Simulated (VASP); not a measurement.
# SrTl (Pm-3m) in VASP: notebook

SrTl is run at these levels: LDA; tasks: vibrations by perturbation theory.

Everything below comes from runs of VASP 6.6.1. Logs are shortened: lines on timing, memory, paths and dates and some standing lists are left out, and cuts for length are marked.

## (1) The cell of the first run

Symmetry: Pm-3m, No. 221, cubic system. Conventional cell: a = 3.929 Å, b = 3.929 Å, c = 3.929 Å, α = 90.00°, β = 90.00°, γ = 90.00°. Sr (site symmetry m-3m) has 8 Tl at 3.40 Å and 6 Sr at 3.93 Å within 4.5 Å. Within 4.5 Å of Tl (site symmetry m-3m) lie 8 Sr at 3.40 Å and 6 Tl at 3.93 Å.

## (2) Vibrations by perturbation theory, LDA (30.32 Å³/atom)

INCAR

```
PREC     = Accurate       # precision mode
ENCUT    = 520            # plane-wave cutoff, eV
EDIFF    = 1E-8           # SCF threshold, eV
ISMEAR   = -1             # smearing method
SIGMA    = 0.15           # smearing width, eV
LREAL    = F              # projectors in reciprocal space
LASPH    = T              # aspherical terms in the spheres
NELM     = 100            # most SCF steps
ALGO     = Normal         # electronic algorithm
ISIF     = 2              # what is computed and relaxed
LWAVE    = F              # write WAVECAR
LCHARG   = T              # write CHGCAR
GGA      = CA             # functional
NBANDS   = 18             # bands
IBRION   = 8              # ionic algorithm
NSW      = 1              # ionic steps
```

KPOINTS

```
regular mesh
0
Gamma
  10 10 10
```

POSCAR

```
SrTl
1.0
    3.9287918036      0.0000000000      0.0000000000
    0.0000000000      3.9287918036      0.0000000000
    0.0000000000      0.0000000000      3.9287918036
Sr Tl
1 1
Direct
    0.0000000000      0.0000000000      0.0000000000
    0.5000000000      0.5000000000      0.5000000000
```

Potentials or basis: VASP PAW LDA potentials, release 64 (Sr_sv, Tl_d).

Run with:

```console
cat potpaw_LDA.64/Sr_sv/POTCAR potpaw_LDA.64/Tl_d/POTCAR > POTCAR
mpirun -np 1 vasp_std > vasp.out
```

OUTCAR:

```text
PREC = Accurate
   ENCUT = 520
   EDIFF = 1E-8
   ISMEAR = -1
   LREAL = F
   LASPH = T
   NELM = 100
   ISIF = 2
   GGA = CA
   IBRION = 8
   NSW = 1

 ion  position               nearest neighbor table
   1  0.000  0.000  0.000-   2 3.40   2 3.40   2 3.40   2 3.40   2 3.40   2 3.40   2 3.40   2 3.40

   2  0.500  0.500  0.500-   1 3.40   1 3.40   1 3.40   1 3.40   1 3.40   1 3.40   1 3.40   1 3.40

  LATTYP: Found a simple cubic cell.
 ALAT       =     3.9287918036

  Lattice vectors:

 A1 = (   3.9287918036,   0.0000000000,   0.0000000000)
 A2 = (   0.0000000000,   3.9287918036,   0.0000000000)
 A3 = (   0.0000000000,   0.0000000000,   3.9287918036)

Analysis of symmetry for initial positions (statically):
=====================================================================
 Subroutine PRICEL returns:
 Original cell was already a primitive cell.

 Routine SETGRP: Setting up the symmetry group for a
 simple cubic supercell.

 Subroutine GETGRP returns: Found 48 space group operations
 (whereof 48 operations were pure point group operations)
 out of a pool of 48 trial point group operations.

The static configuration has the point symmetry O_h .

Analysis of symmetry for dynamics (positions and initial velocities):
=====================================================================
 Subroutine PRICEL returns:
 Original cell was already a primitive cell.

 Routine SETGRP: Setting up the symmetry group for a
 simple cubic supercell.

 Subroutine GETGRP returns: Found 48 space group operations
 (whereof 48 operations were pure point group operations)
 out of a pool of 48 trial point group operations.

The dynamic configuration has the point symmetry O_h .

 Subroutine INISYM returns: Found 48 space group operations
 (whereof 48 operations are pure point group operations),
 and found     1 'primitive' translations

[... 664 lines left out ...]
  in kB        8.6033869      8.6033869      8.6033869      0.0000000     -0.0000000      0.0000000
  external PRESSURE =       8.6033869 kB  Pullay stress =       0.0000000 kB

 VOLUME and BASIS-vectors are now :
 -----------------------------------------------------------------------------
  energy-cutoff  :      520.00
  volume of cell :       60.64
      direct lattice vectors                 reciprocal lattice vectors
     3.928791804  0.000000000  0.000000000     0.254531177  0.000000000  0.000000000
     0.000000000  3.928791804  0.000000000     0.000000000  0.254531177  0.000000000
     0.000000000  0.000000000  3.928791804     0.000000000  0.000000000  0.254531177

 POSITION                                       TOTAL-FORCE (eV/Angst)
 -----------------------------------------------------------------------------------
      0.00000      0.00000      0.00000         0.000000      0.000000      0.000000
      1.96440      1.96440      1.96440         0.000000      0.000000      0.000000
 -----------------------------------------------------------------------------------
    total drift:                                0.000000      0.000000      0.000000

  FREE ENERGIE OF THE ION-ELECTRON SYSTEM (eV)
  ---------------------------------------------------
  free  energy   TOTEN  =        -5.9196635760 eV

  energy  without entropy=       -5.8373124777  energy(sigma->0) =       -5.87848803

[... ionic steps 2 to 3 ...]

--------------------------------------- Ionic step        4  -------------------------------------------

------------------------ aborting loop because EDIFF is reached ----------------------------------------

[... ionic steps 5 to 6 ...]

--------------------------------------- Ionic step        7  -------------------------------------------

 Free energy of the ion-electron system (eV)
  ---------------------------------------------------
  ---------------------------------------------------
  free energy    TOTEN  =        -0.33856708 eV

  energy without entropy =       -0.33856708

------------------------ aborting loop because EDIFF is reached ----------------------------------------

 INTERNAL STRAIN TENSOR  FOR ION    2  DIRECTION 1   (eV/Angst):
 -----------------------------------------------------------------------------
    -0.04503  0.00000  0.00000
     0.00000  0.02660  0.00000
    -0.00000  0.00000  0.02660

 INTERNAL STRAIN TENSOR FOR ION    2 for displacements in x,y,z  (eV/Angst):
          X           Y           Z          XY          YZ          ZX
  --------------------------------------------------------------------------------
  x     0.00000     0.00000     0.00000     0.00000     0.00000     0.00000
  y     0.00000     0.00000     0.00000     0.00000     0.00000     0.00000
  z     0.00000     0.00000     0.00000     0.00000     0.00000     0.00000

 SECOND DERIVATIVES (NOT SYMMETRIZED)
 ------------------------------------
               1X          1Y          1Z          2X          2Y          2Z
  1X    -2.258017   -0.000000   -0.000000    2.258017    0.000000    0.000000
  1Y    -0.000000   -2.258017   -0.000000    0.000000    2.258017    0.000000
  1Z     0.000000    0.000000   -2.258017    0.000000   -0.000000    2.258017
  2X     2.257675    0.000000    0.000000   -2.257675   -0.000000   -0.000000
  2Y     0.000000    2.257675    0.000000   -0.000000   -2.257675   -0.000000
  2Z     0.000000    0.000000    2.257675   -0.000000   -0.000000   -2.257675

 Eigenvectors and eigenvalues of the dynamical matrix
 ----------------------------------------------------

   1 f  =    2.999681 THz    18.847552 2PiTHz  100.058592 cm-1    12.405679 meV
             X         Y         Z           dx          dy          dz
      0.000000  0.000000  0.000000    -0.836638   -0.000000    0.000000
      1.964396  1.964396  1.964396     0.547756    0.000000    0.000000
[... 21 lines left out ...]
   6 f/i=    0.000104 THz     0.000654 2PiTHz    0.003471 cm-1     0.000430 meV
             X         Y         Z           dx          dy          dz
      0.000000  0.000000  0.000000    -0.000000   -0.547756    0.000000
      1.964396  1.964396  1.964396    -0.000000   -0.836638    0.000000

--------------------------------------------------------------------------------------------------------

 ELASTIC MODULI CONTR FROM IONIC RELAXATION (kBar)
 Direction    XX          YY          ZZ          XY          YZ          ZX
 --------------------------------------------------------------------------------
 XX           0.0000      0.0000      0.0000      0.0000      0.0000      0.0000
 YY           0.0000      0.0000      0.0000      0.0000      0.0000      0.0000
 ZZ           0.0000      0.0000      0.0000      0.0000      0.0000      0.0000
 XY           0.0000      0.0000      0.0000      0.0000      0.0000      0.0000
 YZ           0.0000      0.0000      0.0000      0.0000      0.0000      0.0000
 ZX           0.0000      0.0000      0.0000      0.0000      0.0000      0.0000
 --------------------------------------------------------------------------------
```

OSZICAR:

```text
N       E                     dE             d eps       ncg     rms          rms(c)
DAV:   1     0.113119414540E+03    0.11312E+03   -0.11875E+04  2016   0.118E+03
DAV:   2    -0.258339238209E+01   -0.11570E+03   -0.11386E+03  2316   0.262E+02
DAV:   3    -0.598133975778E+01   -0.33979E+01   -0.33781E+01  3092   0.359E+01
DAV:   4    -0.603776359334E+01   -0.56424E-01   -0.56340E-01  2532   0.389E+00
[... 47 lines left out ...]
RMM:  10    -0.338567217678E+00    0.15635E-06    0.12589E-08 10742   0.282E-04    0.144E-05
RMM:  11    -0.338567126011E+00    0.91667E-07    0.12932E-07 10964   0.180E-04    0.267E-05
RMM:  12    -0.338567059236E+00    0.66775E-07   -0.28955E-08 10554   0.130E-04    0.309E-06
RMM:  13    -0.338567081199E+00   -0.21963E-07    0.53172E-08 10656   0.996E-05    0.211E-05
RMM:  14    -0.338567082750E+00   -0.15510E-08    0.18335E-08 10186   0.827E-05    0.284E-05
 Linear response finished
```

It took 12 min on 1 thread of Intel Xeon 8259CL, shared host; peak memory 0.46 GiB.

What came out:

| Property | Result |
| --- | --- |
| Highest phonon frequency at Γ | 100 cm⁻¹ |

Phonon frequencies in cm⁻¹ (negative: imaginary):
```tsv
q point	frequencies
(0.000, 0.000, 0.000)	0 0 0 100 100 100
```

Caveat: spin-orbit coupling is left out, which moves the levels of the heavy elements.

## (3) Vibrations by perturbation theory, LDA

This run uses another cell than the first one, of 30.94 Å³/atom.

INCAR

```
SYSTEM = SrTl
ALGO     = Normal         ! electronic algorithm
EDIFF    = 1E-8           ! SCF threshold, eV
ENCUT    = 520            ! plane-wave cutoff, eV
GGA      = CA             ! functional
IBRION   = 8              ! ionic algorithm
ISIF     = 2              ! what is computed and relaxed
ISMEAR   = -1             ! smearing method
LASPH    = .TRUE.         ! aspherical terms in the spheres
LCHARG   = .FALSE.        ! write CHGCAR
LREAL    = .FALSE.        ! projectors in reciprocal space
LWAVE    = .FALSE.        ! write WAVECAR
NELM     = 80             ! most SCF steps
NSW      = 1              ! ionic steps
PREC     = Accurate       ! precision mode
SIGMA    = 0.15           ! smearing width, eV
```

KPOINTS

```
k-points
0
G
  10 10 10
  0 0 0
```

POSCAR

```
SrTl
1.0
    3.9553384994      0.0000000000      0.0000000000
    0.0000000000      3.9553384994      0.0000000000
    0.0000000000      0.0000000000      3.9553384994
Sr Tl
1 1
Direct
    0.0000000000      0.0000000000      0.0000000000
    0.5000000000      0.5000000000      0.5000000000
```

Potentials or basis: VASP PAW LDA potentials, release 64 (Sr_sv, Tl_d).

Run with:

```console
cat potpaw_LDA.64/Sr_sv/POTCAR potpaw_LDA.64/Tl_d/POTCAR > POTCAR
mpirun -np 1 vasp_std > vasp.out
```

OUTCAR:

```text
SYSTEM = SrTl
   EDIFF = 1E-8
   ENCUT = 520
   GGA = CA
   IBRION = 8
   ISIF = 2
   ISMEAR = -1
   LASPH = .TRUE.
   LREAL = .FALSE.
   NELM = 80
   NSW = 1
   PREC = Accurate

 ion  position               nearest neighbor table
   1  0.000  0.000  0.000-   2 3.43   2 3.43   2 3.43   2 3.43   2 3.43   2 3.43   2 3.43   2 3.43

   2  0.500  0.500  0.500-   1 3.43   1 3.43   1 3.43   1 3.43   1 3.43   1 3.43   1 3.43   1 3.43

  LATTYP: Found a simple cubic cell.
 ALAT       =     3.9553384994

  Lattice vectors:

 A1 = (   3.9553384994,   0.0000000000,   0.0000000000)
 A2 = (   0.0000000000,   3.9553384994,   0.0000000000)
 A3 = (   0.0000000000,   0.0000000000,   3.9553384994)

Analysis of symmetry for initial positions (statically):
=====================================================================
 Subroutine PRICEL returns:
 Original cell was already a primitive cell.

 Routine SETGRP: Setting up the symmetry group for a
 simple cubic supercell.

 Subroutine GETGRP returns: Found 48 space group operations
 (whereof 48 operations were pure point group operations)
 out of a pool of 48 trial point group operations.

The static configuration has the point symmetry O_h .

Analysis of symmetry for dynamics (positions and initial velocities):
=====================================================================
 Subroutine PRICEL returns:
 Original cell was already a primitive cell.

 Routine SETGRP: Setting up the symmetry group for a
 simple cubic supercell.

 Subroutine GETGRP returns: Found 48 space group operations
 (whereof 48 operations were pure point group operations)
 out of a pool of 48 trial point group operations.

The dynamic configuration has the point symmetry O_h .

 Subroutine INISYM returns: Found 48 space group operations
 (whereof 48 operations are pure point group operations),
 and found     1 'primitive' translations

----------------------------------------------------------------------------------------

                                     Primitive cell

  volume of cell :      61.8801

  direct lattice vectors                    reciprocal lattice vectors
     3.955338499  0.000000000  0.000000000     0.252822862  0.000000000  0.000000000
     0.000000000  3.955338499  0.000000000     0.000000000  0.252822862  0.000000000
     0.000000000  0.000000000  3.955338499     0.000000000  0.000000000  0.252822862

  length of vectors
     3.955338499  3.955338499  3.955338499     0.252822862  0.252822862  0.252822862

  position of ions in fractional coordinates (direct lattice)
     0.000000000  0.000000000  0.000000000
     0.500000000  0.500000000  0.500000000

  ion indices of the primitive-cell ions
   primitive index   ion index
                 1           1
[... 142 lines left out ...]
     11       5.8317      0.00073
     12       5.8317      0.00073
     13       7.6750      0.00000
     14       7.6750      0.00000
[... 401 lines left out ...]
      2     -13.0913      2.00000
      3     -12.9185      2.00000
      4     -12.9172      2.00000
      5      -6.8426      2.00000
      6      -6.7682      2.00000
      7      -6.7545      2.00000
      8      -6.7470      2.00000
      9      -6.7371      2.00000
     10      -2.4346      2.00000
     11       3.1957      1.99987
     12       5.6633      0.00225
     13       6.2451      0.00005
     14       6.7482      0.00000
     15       8.8965      0.00000

 [... further k-points ...]

------------------------ aborting loop because EDIFF is reached ----------------------------------------

  FORCE on cell =-STRESS in cart. coord.  units (eV):
  Direction    XX          YY          ZZ          XY          YZ          ZX
  --------------------------------------------------------------------------------------
  -------------------------------------------------------------------------------------
  Total        0.0443557      0.0443557      0.0443557     -0.0000000     -0.0000000     -0.0000000
  in kB        1.1484417      1.1484417      1.1484417     -0.0000000     -0.0000000     -0.0000000
  external PRESSURE =       1.1484417 kB  Pullay stress =       0.0000000 kB

 VOLUME and BASIS-vectors are now :
 -----------------------------------------------------------------------------
  energy-cutoff  :      520.00
  volume of cell :       61.88
      direct lattice vectors                 reciprocal lattice vectors
     3.955338499  0.000000000  0.000000000     0.252822862  0.000000000  0.000000000
     0.000000000  3.955338499  0.000000000     0.000000000  0.252822862  0.000000000
     0.000000000  0.000000000  3.955338499     0.000000000  0.000000000  0.252822862

 POSITION                                       TOTAL-FORCE (eV/Angst)
 -----------------------------------------------------------------------------------
      0.00000      0.00000      0.00000         0.000000      0.000000      0.000000
      1.97767      1.97767      1.97767         0.000000      0.000000      0.000000
 -----------------------------------------------------------------------------------
    total drift:                                0.000000      0.000000      0.000000

  FREE ENERGIE OF THE ION-ELECTRON SYSTEM (eV)
  ---------------------------------------------------
  free  energy   TOTEN  =        -5.9237542970 eV

  energy  without entropy=       -5.8403965483  energy(sigma->0) =       -5.88207542

[... ionic steps 2 to 3 ...]

--------------------------------------- Ionic step        4  -------------------------------------------

------------------------ aborting loop because EDIFF is reached ----------------------------------------

[... ionic steps 5 to 6 ...]

--------------------------------------- Ionic step        7  -------------------------------------------

 Free energy of the ion-electron system (eV)
  ---------------------------------------------------
  ---------------------------------------------------
  free energy    TOTEN  =        -0.33882870 eV

  energy without entropy =       -0.33882870

------------------------ aborting loop because EDIFF is reached ----------------------------------------

 INTERNAL STRAIN TENSOR  FOR ION    2  DIRECTION 1   (eV/Angst):
 -----------------------------------------------------------------------------
    -0.03402  0.00000  0.00000
     0.00000  0.02097 -0.00000
     0.00000 -0.00000  0.02097

 INTERNAL STRAIN TENSOR FOR ION    2 for displacements in x,y,z  (eV/Angst):
          X           Y           Z          XY          YZ          ZX
  --------------------------------------------------------------------------------
  x     0.00000     0.00000     0.00000     0.00000     0.00000     0.00000
  y     0.00000     0.00000     0.00000     0.00000     0.00000     0.00000
  z     0.00000     0.00000     0.00000     0.00000     0.00000     0.00000

 SECOND DERIVATIVES (NOT SYMMETRIZED)
 ------------------------------------
               1X          1Y          1Z          2X          2Y          2Z
  1X    -2.091469    0.000000   -0.000000    2.091469   -0.000000    0.000000
  1Y     0.000000   -2.091469   -0.000000   -0.000000    2.091469    0.000000
  1Z     0.000000    0.000000   -2.091469   -0.000000   -0.000000    2.091469
  2X     2.097405    0.000000   -0.000000   -2.097405   -0.000000    0.000000
  2Y     0.000000    2.097405    0.000000   -0.000000   -2.097405   -0.000000
  2Z     0.000000    0.000000    2.097405   -0.000000   -0.000000   -2.097405

 Eigenvectors and eigenvalues of the dynamical matrix
 ----------------------------------------------------

   1 f  =    2.888231 THz    18.147293 2PiTHz   96.341029 cm-1    11.944760 meV
             X         Y         Z           dx          dy          dz
      0.000000  0.000000  0.000000     0.836263   -0.000000   -0.000000
      1.977669  1.977669  1.977669    -0.548329    0.000000    0.000000
[... 21 lines left out ...]
   6 f/i=    0.001877 THz     0.011793 2PiTHz    0.062605 cm-1     0.007762 meV
             X         Y         Z           dx          dy          dz
      0.000000  0.000000  0.000000    -0.548329    0.000000    0.000000
      1.977669  1.977669  1.977669    -0.836263   -0.000000    0.000000

--------------------------------------------------------------------------------------------------------

 ELASTIC MODULI CONTR FROM IONIC RELAXATION (kBar)
 Direction    XX          YY          ZZ          XY          YZ          ZX
 --------------------------------------------------------------------------------
 XX           0.0000      0.0000      0.0000      0.0000      0.0000      0.0000
 YY           0.0000      0.0000      0.0000      0.0000      0.0000      0.0000
 ZZ           0.0000      0.0000      0.0000      0.0000      0.0000      0.0000
 XY           0.0000      0.0000      0.0000      0.0000      0.0000      0.0000
 YZ           0.0000      0.0000      0.0000      0.0000      0.0000      0.0000
 ZX           0.0000      0.0000      0.0000      0.0000      0.0000      0.0000
 --------------------------------------------------------------------------------
```

Run time: 12 min. Hardware: 1 thread of Intel Xeon 8259CL, shared host; peak memory 0.43 GiB.

What came out:

```
Highest phonon frequency at Γ : 96 cm⁻¹
```

Phonon frequencies in cm⁻¹ (negative: imaginary):
| q point | frequencies |
| --- | --- |
| (0.000, 0.000, 0.000) | 0 0 0 96 96 96 |

Caveat: spin-orbit coupling is left out, which moves the levels of the heavy elements.

(Continued in part 2 of 2.)
